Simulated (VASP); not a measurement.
A run of VASP 6.6.1 is set up as follows.

File INCAR:

```
SYSTEM = TePb
PREC     = Accurate       ! precision mode
ENCUT    = 520            ! plane-wave cutoff, eV
EDIFF    = 1E-6           ! SCF threshold, eV
ISMEAR   = 0              ! smearing method
SIGMA    = 0.013000000000000001 ! smearing width, eV
LREAL    = .False.        ! projectors in reciprocal space
LASPH    = .True.         ! aspherical terms in the spheres
NELM     = 60             ! most SCF steps
ALGO     = Normal         ! electronic algorithm
ISIF     = 2              ! what is computed and relaxed
LWAVE    = .False.        ! write WAVECAR
LCHARG   = .False.        ! write CHGCAR
GGA      = PE             ! functional
NBANDS   = 17             ! bands
```

The input KPOINTS:

```
regular mesh
0
Gamma
  7 7 7
  0 0 0
```

POSCAR

```
TePb
1.0
    0.0000000000      3.2310000000      3.2310000000
    3.2310000000      0.0000000000      3.2310000000
    3.2310000000      3.2310000000      0.0000000000
Pb Te
1 1
Direct
    0.0000000000      0.0000000000      0.0000000000
    0.5000000000      0.5000000000      0.5000000000
```

Potentials or basis: VASP PAW PBE potentials, release 64 (Pb_d, Te).

Launch:

```bash
$ cat potpaw_PBE.64/Pb_d/POTCAR potpaw_PBE.64/Te/POTCAR > POTCAR
$ mpirun -np 1 vasp_std > vasp.out
```

Problem. What does it give for the pressure?

Solution. 2.1 GPa.
